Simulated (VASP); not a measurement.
Set up this calculation in VASP 6.6.1, as the native input.

| Item | Value |
| --- | --- |
| Task | relaxation of cell and atoms |
| Functional | PBE |
| Potentials or basis | VASP PAW PBE potentials, release 64 (Cu, O) |
| Cutoff | 600 eV |
| k mesh | 10 × 10 × 10 |
| Occupations | fermi-dirac, width 0.05 eV |
| Spin | no spin polarisation |
| Hubbard terms | Cu d U = 1.0 eV |
| Dipole correction | no |
| Further INCAR settings | ALGO = Normal; EDIFF = 1e-06; IBRION = 2; EDIFFG = -0.01; NSW = 60; ISIF = 3 |

The structure of CuO lies in POSCAR:

```
CuO
1.0
    2.5525506100      0.0000000000      0.0000000000
    0.0000000000      2.5525506100      0.0000000000
    0.0000000000      0.0000000000      2.5525506100
Cu O
1 1
Direct
    0.0000000000      0.0000000000      0.0000000000
    0.5000000000      0.5000000000      0.5000000000
```

The input as run:

INCAR

```
ALGO = Normal
EDIFF = 1E-6
EDIFFG = -0.01
ENCUT = 600
GGA = PE
IBRION = 2
ISIF = 3
ISMEAR = -1
LASPH = T
LCHARG = F
LDAU = T
LDAUJ = 0 0
LDAUL = 2 -1
LDAUPRINT = 1
LDAUTYPE = 2
LDAUU = 1 0
LMAXMIX = 4
LREAL = F
LWAVE = F
NELM = 150
NSW = 60
PREC = Accurate
SIGMA = 0.05
```

KPOINTS

```
k-points
0
Gamma
  10 10 10
```

Potentials or basis: VASP PAW PBE potentials, release 64 (Cu, O).

Run with:

```bash
$ cat potpaw_PBE.64/Cu/POTCAR potpaw_PBE.64/O/POTCAR > POTCAR
$ mpirun -np 1 vasp_std > vasp.out
```

It gave:

The relaxed volume is 9.13 Å³/atom and the relaxed cell is a = 2.633 Å, b = 2.633 Å, c = 2.633 Å, α = 90.00°, β = 90.00°, γ = 90.00°. The space group after relaxing (to 0.1 Å) is Pm-3m (No. 221), the energy gained by relaxing is 45.9 meV/atom and the ionic steps are 3. The pressure after relaxing is 0.1 GPa and the band gap on the k mesh is zero (an odd number of electrons rules out a gap without spin polarisation).

Caveat: an odd number of electrons without spin polarisation forces a metal; a magnetic or distorted state may lie lower; U without spin polarisation on a metal has little footing.

Run time: 23 s on 1 thread of Intel(R) Xeon(R) Platinum 8559C (Emerald Rapids), on a shared host, peak memory 0.13 GiB.
